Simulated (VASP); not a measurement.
Wanted: the native input for a VASP 6.6.1 run.

```
Task                   : relaxation of shape and atoms at fixed volume
Functional             : PBE
Dispersion             : D3(BJ)
Potentials or basis    : VASP PAW PBE potentials, release 64 (B, N)
Cutoff                 : 600 eV
k mesh                 : 12 × 12 × 4
Occupations            : gaussian, width 0.02 eV
Spin                   : no spin polarisation
Dipole correction      : no
Further INCAR settings : ALGO = Normal; EDIFF = 1e-06; IBRION = 2; EDIFFG = -0.01; NSW = 50; ISIF = 4
```

The structure of BN lies in POSCAR:

```
BN
1.0
    2.4780253774      0.0000000000      0.0000000000
   -1.2390126887      2.1460329281      0.0000000000
    0.0000000000      0.0000000000      6.3606024181
B N
2 2
Direct
    0.3333333333      0.6666666667      0.2500000000
    0.6666666667      0.3333333333      0.7500000000
    0.3333333333      0.6666666667      0.7500000000
    0.6666666667      0.3333333333      0.2500000000
```

This cell differs from its parent crystal: volume scaled by 0.94.

One way to write it, as run:

INCAR

```
SYSTEM = BN
ALGO     = Normal         ! electronic algorithm
EDIFF    = 1E-6           ! SCF threshold, eV
EDIFFG   = -0.01          ! ionic threshold
ENCUT    = 600            ! plane-wave cutoff, eV
GGA      = PE             ! functional
IBRION   = 2              ! ionic algorithm
ISIF     = 4              ! what is computed and relaxed
ISMEAR   = 0              ! smearing method
IVDW     = 12             ! dispersion correction
LASPH    = .TRUE.         ! aspherical terms in the spheres
LCHARG   = .FALSE.        ! write CHGCAR
LREAL    = .FALSE.        ! projectors in reciprocal space
LWAVE    = .FALSE.        ! write WAVECAR
NELM     = 100            ! most SCF steps
NSW      = 50             ! ionic steps
PREC     = Accurate       ! precision mode
SIGMA    = 0.02           ! smearing width, eV
```

KPOINTS

```
k-points
0
G
  12 12 4
  0 0 0
```

Potentials or basis: VASP PAW PBE potentials, release 64 (B, N).

Run with:

```console
$ cat potpaw_PBE.64/B/POTCAR potpaw_PBE.64/N/POTCAR > POTCAR
$ mpirun -np 1 vasp_std > vasp.out
```

Results of the run:

```json
{
 "Energy gained by relaxing": "6.1 meV/atom",
 "Ionic steps": "3",
 "Pressure after relaxing": "2.0 GPa",
 "Band gap on the k mesh": "4.14 eV, indirect (least direct gap 4.49 eV)",
 "Dispersion energy per atom": "-0.152 eV"
}
```

Run time: 30 s on 1 thread of Intel(R) Xeon(R) Platinum 8559C (Emerald Rapids), on a shared host, peak memory 0.17 GiB.
